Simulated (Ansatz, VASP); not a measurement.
**BeTe in VASP and in Ansatz**

```
CELL_PARAMETERS angstrom
0.00000 2.77000 2.77000
2.77000 0.00000 2.77000
2.77000 2.77000 0.00000
ATOMIC_POSITIONS crystal
Be 0.00000 0.00000 0.00000
Te 0.25000 0.25000 0.25000
```

Alike in both runs: task relaxation of cell and atoms; functional PBE; k mesh 6 × 6 × 6; occupations gaussian, width 0.1 eV; no spin polarisation.

|  | VASP | Ansatz |
| --- | --- | --- |
| version | VASP 6.6.1 | Ansatz 0.2.0 |
| potentials or method | VASP PAW PBE potentials, release 64 (Be, Te), cutoff 600 eV | scalar-relativistic, plane waves, PAW |
| valence electrons in the cell | 8 | 18 |

|  | VASP | Ansatz | Ansatz less VASP |
| --- | --- | --- | --- |
| gap on the k mesh at the Fermi level, each at its own relaxed structure (eV) | 2.02 | 2.03 | +0.013 |
| relaxed volume (Å³/atom) | 22.78 | 22.77 | -0.007 |
| relaxed cell length with the largest relative difference (Å) | 4.009 | 4.008 | -0.0004 |

VASP's potentials hold 8 valence electrons a cell and Ansatz's 18, so a difference there can come from the potentials and not from the codes.

Spin-orbit coupling is off throughout.
